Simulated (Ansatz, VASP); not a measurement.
# Two plane-wave programs on MgB2Te4

```
Mg B Te
1.0
    -2.28842    4.93940    5.30741
     2.28842   -4.93940    5.30741
     2.28842    4.93940   -5.30741
Mg B Te
1 2 4
Direct
  0.50000 0.50000 0.00000
  0.13115 0.63115 0.50000
  0.86885 0.36885 0.50000
  0.33331 0.83331 0.50000
  0.66669 0.16669 0.50000
  0.17191 0.50000 0.67191
  0.82809 0.50000 0.32809
```

Alike in both runs: functional PBE; k mesh 8 × 8 × 8; occupations gaussian, width 0.01 eV; no spin polarisation.

Ansatz relaxed the structure, and its values are those at the end. VASP's run is a single point on that final structure, the one shown.

```csv
,VASP,Ansatz
version,VASP 6.6.1,Ansatz 0.2.0
potentials or method,"VASP PAW PBE potentials, release 64 (Mg, B, Te), cutoff 520 eV","scalar-relativistic, plane waves, PAW"
valence electrons in the cell,32,80
```

|  | VASP | Ansatz | Ansatz less VASP |
| --- | --- | --- | --- |
| gap on the k mesh at the Fermi level (eV) | 0.17 | 0.18 | +0.012 |
| least direct gap on the mesh (eV) | 0.41 | 0.42 | +0.007 |
| pressure (GPa) | 0.1 | 0.0 | -0.09 |
| rms of the force components (eV/Å) | 0.022 | 0.002 | -0.0202 |

VASP's potentials hold 32 valence electrons a cell and Ansatz's 80, so a difference there can come from the potentials and not from the codes.

Spin-orbit coupling is off throughout.
